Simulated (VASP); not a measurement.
Write the native input for VASP 6.6.1 that does the following.

```
Task                   : single point
Functional             : PBE
Potentials or basis    : VASP PAW PBE potentials, release 64 (Li_sv, F)
Cutoff                 : 520 eV
k mesh                 : 9 × 9 × 6
Occupations            : gaussian, width 0.01 eV
Spin                   : no spin polarisation
Dipole correction      : no
Further INCAR settings : ALGO = Normal; EDIFF = 1e-07; NBANDS = 18
```

The structure of LiF lies in POSCAR:

```
LiF
1.0
    3.3945267936      0.0000000000      0.0000000000
   -1.6972633968      2.9397464371      0.0000000000
    0.0000000000      0.0000000000      4.1761139351
Li F
2 2
Direct
    0.3333333333      0.6666666667      0.2500000000
    0.6666666667      0.3333333333      0.7500000000
    0.6666666667      0.3333333333      0.2500000000
    0.3333333333      0.6666666667      0.7500000000
```

This cell differs from its parent crystal: volume changed by +6%.

These files were run (other wordings do the same):

INCAR

```
PREC     = Accurate       # precision mode
ENCUT    = 520            # plane-wave cutoff, eV
EDIFF    = 1E-7           # SCF threshold, eV
ISMEAR   = 0              # smearing method
SIGMA    = 0.01           # smearing width, eV
LREAL    = False          # projectors in reciprocal space
LASPH    = True           # aspherical terms in the spheres
NELM     = 100            # most SCF steps
ALGO     = Normal         # electronic algorithm
ISIF     = 2              # what is computed and relaxed
LWAVE    = False          # write WAVECAR
LCHARG   = True           # write CHGCAR
GGA      = PE             # functional
LELF     = True           # ELF
LVHAR    = True         
NBANDS   = 18             # bands
```

KPOINTS

```
regular mesh
0
Gamma
  9 9 6
```

Potentials or basis: VASP PAW PBE potentials, release 64 (Li_sv, F).

The run is started by

```bash
$ cat potpaw_PBE.64/Li_sv/POTCAR potpaw_PBE.64/F/POTCAR > POTCAR
$ mpirun -np 1 vasp_std > vasp.out
```

Results of the run:

```yaml
Band_gap_on_the_k_mesh: 7.24 eV, direct
```

It took 38 s on 1 thread of Intel Xeon 6975P-C, with other jobs on the host, peak memory 0.17 GiB.
